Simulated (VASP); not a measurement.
# SnO2 (Pnnm) in VASP: a series of runs, part 3 of 3

VASP 6.6.1. The steps go on from the part before.

### Step 5. Single point, PBEsol

This run uses another cell than the first one, of 13.09 Å³/atom, 1.106 times its volume.

INCAR

```
SYSTEM = SnO2
ALGO = Normal
EDIFF = 1E-7
ENCUT = 520
GGA = PS
ISIF = 2
ISMEAR = 0
LASPH = .True.
LCHARG = .False.
LREAL = .False.
LWAVE = .False.
NBANDS = 35
NELM = 80
PREC = Accurate
SIGMA = 0.01
```

KPOINTS

```
k-points
0
Gamma
  4 4 6
  0 0 0
```

POSCAR

```
SnO2
1.0
    4.8510112781      0.0000000000      0.0000000000
    0.0000000000      4.9306233178      0.0000000000
    0.0000000000      0.0000000000      3.2835462855
Sn O
2 4
Direct
    0.5000000000      0.5000000000      0.5000000000
    0.0000000000      0.0000000000      0.0000000000
    0.2918550000      0.3210420000      0.0000000000
    0.7918550000      0.1789580000      0.5000000000
    0.2081450000      0.8210420000      0.5000000000
    0.7081450000      0.6789580000      0.0000000000
```

Potentials or basis: VASP PAW PBE potentials, release 64 (Sn_d, O).

On the command line:

```bash
$ cat potpaw_PBE.64/Sn_d/POTCAR potpaw_PBE.64/O/POTCAR > POTCAR
$ mpirun -np 1 vasp_std > vasp.out
```

OUTCAR:

```text
SYSTEM = SnO2
   EDIFF = 1E-7
   ENCUT = 520
   GGA = PS
   ISIF = 2
   ISMEAR = 0
   LASPH = .True.
   LREAL = .False.
   NELM = 80
   PREC = Accurate

 ion  position               nearest neighbor table
   1  0.500  0.500  0.500-   3 2.12   6 2.12   3 2.12   6 2.12   5 2.12   4 2.12
   2  0.000  0.000  0.000-   4 2.12   5 2.12   4 2.12   5 2.12   3 2.12   6 2.12
   3  0.292  0.321  0.000-   1 2.12   1 2.12   2 2.12
   4  0.792  0.179  0.500-   2 2.12   2 2.12   1 2.12
   5  0.208  0.821  0.500-   2 2.12   2 2.12   1 2.12
   6  0.708  0.679  0.000-   1 2.12   1 2.12   2 2.12

  LATTYP: Found a simple orthorhombic cell.
 ALAT       =     3.2835462855
 B/A-ratio  =     1.4773695439
 C/A-ratio  =     1.5016152931

  Lattice vectors:

 A1 = (   0.0000000000,   0.0000000000,   3.2835462855)
 A2 = (   4.8510112781,   0.0000000000,   0.0000000000)
 A3 = (   0.0000000000,   4.9306233178,   0.0000000000)

Analysis of symmetry for initial positions (statically):
=====================================================================
 Subroutine PRICEL returns:
 Original cell was already a primitive cell.
[... 183 lines left out ...]
 cond. band min:       5.2461626814   @ k =   0.0000   0.0000   0.0000
 fundamental gap:      0.4582921212
 Fermi energy:         4.8289542600

 k-point     1 :       0.0000    0.0000    0.0000
  band No.  band energies     occupation
      1     -15.9382      2.00000
      2     -15.3597      2.00000
      3     -15.2045      2.00000
      4     -15.1769      2.00000
      5     -15.1741      2.00000
      6     -15.1196      2.00000
[... 901 lines left out ...]
     34      15.5841      0.00000
     35      17.1202      0.00000

 [... further k-points ...]

------------------------ aborting loop because EDIFF is reached ----------------------------------------

  FORCE on cell =-STRESS in cart. coord.  units (eV):
  Direction    XX          YY          ZZ          XY          YZ          ZX
  --------------------------------------------------------------------------------------
  -------------------------------------------------------------------------------------
  Total       -5.2487630     -5.3407113     -6.6768083      0.0000000      0.0000000      0.0000000
  in kB     -107.0755450   -108.9513044   -136.2078815      0.0000000      0.0000000      0.0000000
  external PRESSURE =    -117.4115770 kB  Pullay stress =       0.0000000 kB

 VOLUME and BASIS-vectors are now :
 -----------------------------------------------------------------------------
  energy-cutoff  :      520.00
  volume of cell :       78.54
      direct lattice vectors                 reciprocal lattice vectors
     4.851011278  0.000000000  0.000000000     0.206142584  0.000000000  0.000000000
     0.000000000  4.930623318  0.000000000     0.000000000  0.202814114  0.000000000
     0.000000000  0.000000000  3.283546285     0.000000000  0.000000000  0.304548775

 POSITION                                       TOTAL-FORCE (eV/Angst)
 -----------------------------------------------------------------------------------
      2.42551      2.46531      1.64177         0.000000      0.000000      0.000000
      0.00000      0.00000      0.00000         0.000000      0.000000      0.000000
      1.41579      1.58294      0.00000         0.208777      0.047241     -0.000000
      3.84130      0.88237      1.64177         0.208777     -0.047241     -0.000000
      1.00971      4.04825      1.64177        -0.208777      0.047241      0.000000
      3.43522      3.34769      0.00000        -0.208777     -0.047241     -0.000000
 -----------------------------------------------------------------------------------
    total drift:                                0.000000      0.000000      0.000000

  FREE ENERGIE OF THE ION-ELECTRON SYSTEM (eV)
  ---------------------------------------------------
  free  energy   TOTEN  =       -39.4544855940 eV

  energy  without entropy=      -39.4544855940  energy(sigma->0) =      -39.45448559
```

OSZICAR:

```text
N       E                     dE             d eps       ncg     rms          rms(c)
DAV:   1     0.619589976447E+03    0.61959E+03   -0.25429E+04  2764   0.225E+03
DAV:   2     0.531335400965E+02   -0.56646E+03   -0.53573E+03  2712   0.589E+02
DAV:   3    -0.398739247572E+02   -0.93007E+02   -0.91423E+02  2779   0.204E+02
DAV:   4    -0.446419669115E+02   -0.47680E+01   -0.47313E+01  3203   0.495E+01
DAV:   5    -0.447692637019E+02   -0.12730E+00   -0.12708E+00  3110   0.856E+00    0.142E+01
DAV:   6    -0.394863925101E+02    0.52829E+01   -0.15017E+01  3893   0.619E+01    0.582E+00
DAV:   7    -0.395151158952E+02   -0.28723E-01   -0.17237E+00  2842   0.729E+00    0.307E+00
DAV:   8    -0.394649958351E+02    0.50120E-01   -0.21753E-01  3430   0.340E+00    0.703E-01
DAV:   9    -0.394538513598E+02    0.11144E-01   -0.33593E-02  3797   0.250E+00    0.119E-01
DAV:  10    -0.394544560728E+02   -0.60471E-03   -0.43011E-03  3409   0.671E-01    0.519E-02
DAV:  11    -0.394544893783E+02   -0.33306E-04   -0.24262E-04  4109   0.170E-01    0.299E-02
DAV:  12    -0.394544883921E+02    0.98624E-06   -0.18499E-05  2895   0.294E-02    0.168E-02
DAV:  13    -0.394544856773E+02    0.27148E-05   -0.99703E-06  3753   0.226E-02    0.202E-03
DAV:  14    -0.394544855940E+02    0.83239E-07   -0.66955E-07  3566   0.680E-03
   1 F= -.39454486E+02 E0= -.39454486E+02  d E =-.274679E-11
```

stdout:

```text
POSCAR found type information on POSCAR SnO
 POSCAR found :  2 types and       6 ions
 scaLAPACK will be used
 -----------------------------------------------------------------------------
|                                                                             |
|                                                                             |
|     You enforced a specific xc type in the INCAR file but a different       |
|     I HOPE YOU KNOW WHAT YOU ARE DOING!                                     |
|                                                                             |
 -----------------------------------------------------------------------------

 LDA part: xc-table for (Slater+PW92), standard interpolation
 POSCAR, INCAR and KPOINTS ok, starting setup
 FFT: planning ... GRIDC
 FFT: planning ... GRID_SOFT
 FFT: planning ... GRID
 WAVECAR not read
 entering main loop
```

Run time: 73 s. Hardware: 1 thread of Intel Xeon Platinum 8124M at 3.00GHz (Skylake/Cascade Lake), shared host; peak memory 0.22 GiB.

Results:

| Quantity | Value |
| --- | --- |
| Free energy | -39.4545 eV |
| Pressure | -11.7 GPa |
| Largest force | 0.214 eV/Å |
| Band gap on the k mesh | 0.46 eV, direct |

Forces in eV/Å, atoms in the order of the input:
```
Sn   0.000  0.000  0.000
Sn   0.000  0.000  0.000
O    0.209  0.047  0.000
O    0.209 -0.047  0.000
O   -0.209  0.047  0.000
O   -0.209 -0.047  0.000
```

Levels at points of the mesh, in eV from the valence-band top:
| k point | band 22 | band 23 | band 24 | band 25 | band 26 | band 27 | band 28 | band 29 | band 30 | band 31 |
| --- | --- | --- | --- | --- | --- | --- | --- | --- | --- | --- |
| (0.00, 0.00, 0.00) | -1.12 | -1.09 | -0.52 | -0.52 | 0.00 | 0.46 | 5.35 | 5.78 | 5.93 | 9.76 |
| (0.50, 0.00, 0.00) | -1.61 | -1.06 | -1.06 | -0.34 | -0.34 | 3.48 | 3.48 | 6.37 | 6.37 | 10.08 |
| (0.00, 0.50, 0.00) | -1.76 | -1.05 | -1.05 | -0.47 | -0.47 | 3.64 | 3.64 | 6.79 | 6.79 | 9.90 |
| (0.50, 0.50, 0.00) | -1.67 | -1.18 | -1.18 | -0.62 | -0.62 | 3.95 | 3.95 | 6.87 | 6.87 | 10.11 |
| (0.00, 0.00, 0.50) | -2.42 | -1.29 | -1.29 | -0.93 | -0.93 | 5.21 | 5.21 | 9.04 | 9.04 | 9.91 |
| (0.50, 0.00, 0.50) | -1.60 | -0.70 | -0.70 | -0.67 | -0.67 | 5.50 | 5.50 | 7.39 | 7.39 | 10.02 |
| (0.00, 0.50, 0.50) | -1.32 | -0.90 | -0.90 | -0.56 | -0.56 | 5.41 | 5.41 | 7.17 | 7.17 | 10.43 |
| (0.50, 0.50, 0.50) | -2.29 | -0.73 | -0.73 | -0.55 | -0.55 | 4.03 | 4.03 | 8.38 | 8.38 | 10.18 |

Caveat: the PAW data sets were made with another functional, which shifts forces and pressure a little; spin-orbit coupling is left out, which moves the levels of the heavy elements.

### Step 6. Single point, PBEsol

This run uses another cell than the first one, of 13.34 Å³/atom, 1.128 times its volume.

INCAR

```
PREC = Accurate ; ENCUT = 520
EDIFF = 1E-6 ; ISMEAR = 0
SIGMA = 0.01 ; LREAL = F
LASPH = T ; NELM = 60
ALGO = Normal ; ISIF = 2
LWAVE = F ; LCHARG = F
GGA = PS ; NBANDS = 35
```

KPOINTS

```
Automatic mesh
0
Gamma
  4 4 6
```

POSCAR, as its differences from that of step 5:

```diff
@@ -2,5 +2,5 @@
 1.0
-    4.8510112781      0.0000000000      0.0000000000
-    0.0000000000      4.9306233178      0.0000000000
-    0.0000000000      0.0000000000      3.2835462855
+    4.8819102722      0.0000000000      0.0000000000
+    0.0000000000      4.9620294086      0.0000000000
+    0.0000000000      0.0000000000      3.3044611570
 Sn O
```

Potentials or basis: VASP PAW PBE potentials, release 64 (Sn_d, O).

On the command line:

```bash
$ cat potpaw_PBE.64/Sn_d/POTCAR potpaw_PBE.64/O/POTCAR > POTCAR
$ mpirun -np 1 vasp_std > vasp.out
```

OUTCAR:

```text
PREC = Accurate
   ENCUT = 520
   EDIFF = 1E-6
   ISMEAR = 0
   LREAL = F
   LASPH = T
   NELM = 60
   ISIF = 2
   GGA = PS

 ion  position               nearest neighbor table
   1  0.500  0.500  0.500-   3 2.13   6 2.13   3 2.13   6 2.13   5 2.14   4 2.14
   2  0.000  0.000  0.000-   4 2.13   5 2.13   4 2.13   5 2.13   3 2.14   6 2.14
   3  0.292  0.321  0.000-   1 2.13   1 2.13   2 2.14
   4  0.792  0.179  0.500-   2 2.13   2 2.13   1 2.14
   5  0.208  0.821  0.500-   2 2.13   2 2.13   1 2.14
   6  0.708  0.679  0.000-   1 2.13   1 2.13   2 2.14

  LATTYP: Found a simple orthorhombic cell.
 ALAT       =     3.3044611570
 B/A-ratio  =     1.4773695439
 C/A-ratio  =     1.5016152930

  Lattice vectors:

 A1 = (   0.0000000000,   0.0000000000,   3.3044611570)
 A2 = (   4.8819102722,   0.0000000000,   0.0000000000)
 A3 = (   0.0000000000,   4.9620294086,   0.0000000000)

Analysis of symmetry for initial positions (statically):
=====================================================================
 Subroutine PRICEL returns:
 Original cell was already a primitive cell.

[... 182 lines left out ...]
 cond. band min:       4.9293216673   @ k =   0.0000   0.0000   0.0000
 fundamental gap:      0.3776218923
 Fermi energy:         4.6054481739

 k-point     1 :       0.0000    0.0000    0.0000
  band No.  band energies     occupation
      1     -16.1255      2.00000
      2     -15.5860      2.00000
      3     -15.4488      2.00000
      4     -15.4201      2.00000
      5     -15.4176      2.00000
      6     -15.3693      2.00000
[... 901 lines left out ...]
     34      15.2095      0.00000
     35      16.8209      0.00000

 [... further k-points ...]

------------------------ aborting loop because EDIFF is reached ----------------------------------------

  FORCE on cell =-STRESS in cart. coord.  units (eV):
  Direction    XX          YY          ZZ          XY          YZ          ZX
  --------------------------------------------------------------------------------------
  -------------------------------------------------------------------------------------
  Total       -6.4446776     -6.5306683     -8.2769914      0.0000000      0.0000000      0.0000000
  in kB     -128.9917703   -130.7128949   -165.6659697      0.0000000      0.0000000      0.0000000
  external PRESSURE =    -141.7902116 kB  Pullay stress =       0.0000000 kB

 VOLUME and BASIS-vectors are now :
 -----------------------------------------------------------------------------
  energy-cutoff  :      520.00
  volume of cell :       80.05
      direct lattice vectors                 reciprocal lattice vectors
     4.881910272  0.000000000  0.000000000     0.204837849  0.000000000  0.000000000
     0.000000000  4.962029409  0.000000000     0.000000000  0.201530446  0.000000000
     0.000000000  0.000000000  3.304461157     0.000000000  0.000000000  0.302621200

 POSITION                                       TOTAL-FORCE (eV/Angst)
 -----------------------------------------------------------------------------------
      2.44096      2.48101      1.65223         0.000000     -0.000000      0.000000
      0.00000      0.00000      0.00000         0.000000     -0.000000      0.000000
      1.42481      1.59302      0.00000         0.254812      0.075197     -0.000000
      3.86577      0.88799      1.65223         0.254812     -0.075197     -0.000000
      1.01615      4.07403      1.65223        -0.254812      0.075197      0.000000
      3.45710      3.36901      0.00000        -0.254812     -0.075197      0.000000
 -----------------------------------------------------------------------------------
    total drift:                                0.000000      0.000000      0.000000

  FREE ENERGIE OF THE ION-ELECTRON SYSTEM (eV)
  ---------------------------------------------------
  free  energy   TOTEN  =       -39.3342276301 eV

  energy  without entropy=      -39.3342276301  energy(sigma->0) =      -39.33422763
```

stdout:

```text
POSCAR found type information on POSCAR SnO
 POSCAR found :  2 types and       6 ions
 scaLAPACK will be used
 -----------------------------------------------------------------------------
|                                                                             |
|                                                                             |
|     You enforced a specific xc type in the INCAR file but a different       |
|     I HOPE YOU KNOW WHAT YOU ARE DOING!                                     |
|                                                                             |
 -----------------------------------------------------------------------------

 LDA part: xc-table for (Slater+PW92), standard interpolation
 POSCAR, INCAR and KPOINTS ok, starting setup
 FFT: planning ... GRIDC
 FFT: planning ... GRID_SOFT
 FFT: planning ... GRID
 WAVECAR not read
 entering main loop
```

Wall time 83 s (1 thread of Intel Xeon Platinum 8124M at 3.00GHz (Skylake/Cascade Lake), shared host); peak memory 0.23 GiB.

Results:

```
Free energy            : -39.3342 eV
Pressure               : -14.2 GPa
Largest force          : 0.266 eV/Å
Band gap on the k mesh : 0.38 eV, indirect (least direct gap 0.42 eV)
```

Forces in eV/Å, atoms in the order of the input:
```
Sn   0.000  0.000  0.000
Sn   0.000  0.000  0.000
O    0.255  0.075  0.000
O    0.255 -0.075  0.000
O   -0.255  0.075  0.000
O   -0.255 -0.075  0.000
```

Stress tensor (GPa, compression positive):
```
-12.90   0.00   0.00
  0.00 -13.07   0.00
  0.00   0.00 -16.57
```

Levels at points of the mesh, in eV from the valence-band top:
| k point | band 22 | band 23 | band 24 | band 25 | band 26 | band 27 | band 28 | band 29 | band 30 | band 31 |
| --- | --- | --- | --- | --- | --- | --- | --- | --- | --- | --- |
| (0.00, 0.00, 0.00) | -1.10 | -1.06 | -0.48 | -0.48 | -0.04 | 0.38 | 5.21 | 5.72 | 5.86 | 9.63 |
| (0.50, 0.00, 0.00) | -1.56 | -1.03 | -1.03 | -0.30 | -0.30 | 3.33 | 3.33 | 6.31 | 6.31 | 9.91 |
| (0.00, 0.50, 0.00) | -1.69 | -1.02 | -1.02 | -0.43 | -0.43 | 3.49 | 3.49 | 6.72 | 6.72 | 9.74 |
| (0.50, 0.50, 0.00) | -1.60 | -1.15 | -1.15 | -0.58 | -0.58 | 3.79 | 3.79 | 6.77 | 6.77 | 9.97 |
| (0.00, 0.00, 0.50) | -2.37 | -1.22 | -1.22 | -0.87 | -0.87 | 5.04 | 5.04 | 8.93 | 8.93 | 9.78 |
| (0.50, 0.00, 0.50) | -1.54 | -0.65 | -0.65 | -0.64 | -0.64 | 5.32 | 5.32 | 7.27 | 7.27 | 9.89 |
| (0.00, 0.50, 0.50) | -1.28 | -0.84 | -0.84 | -0.54 | -0.54 | 5.23 | 5.23 | 7.05 | 7.05 | 10.28 |
| (0.50, 0.50, 0.50) | -2.25 | -0.68 | -0.68 | -0.50 | -0.50 | 3.89 | 3.89 | 8.31 | 8.31 | 10.02 |

Caveat: the PAW data sets were made with another functional, which shifts forces and pressure a little; spin-orbit coupling is left out, which moves the levels of the heavy elements. A k mesh can miss the band edges.

### Step 7. Overview

| cell | gap on the mesh (eV) | pressure (GPa) | largest force (eV/Å) |
| --- | --- | --- | --- |
| a = 4.690, b = 4.767, c = 3.175 Å, 6 atoms | 1.34 | 6.5 | 0.17 |
| a = 4.756, b = 4.834, c = 3.219 Å, 6 atoms | 0.90 | -2.2 | 0.07 |
| a = 4.820, b = 4.899, c = 3.262 Å, 6 atoms | 0.56 | -9.0 | 0.16 |
| a = 4.851, b = 4.931, c = 3.284 Å, 6 atoms | 0.46 | -11.7 | 0.21 |
| a = 4.882, b = 4.962, c = 3.304 Å, 6 atoms | 0.38 | -14.2 | 0.27 |

Alike in all rows: task single point; level PBEsol; potentials or basis VASP PAW PBE potentials, release 64 (Sn_d, O); no spin polarisation; k mesh 4 × 4 × 6; cutoff (eV) 520; smearing gaussian 0.01 eV.

Caveats: the PAW data sets were made with another functional, which shifts forces and pressure a little; spin-orbit coupling is left out, which moves the levels of the heavy elements.

Total energies depend on the potentials used, so only differences within one code and one set of settings carry meaning.
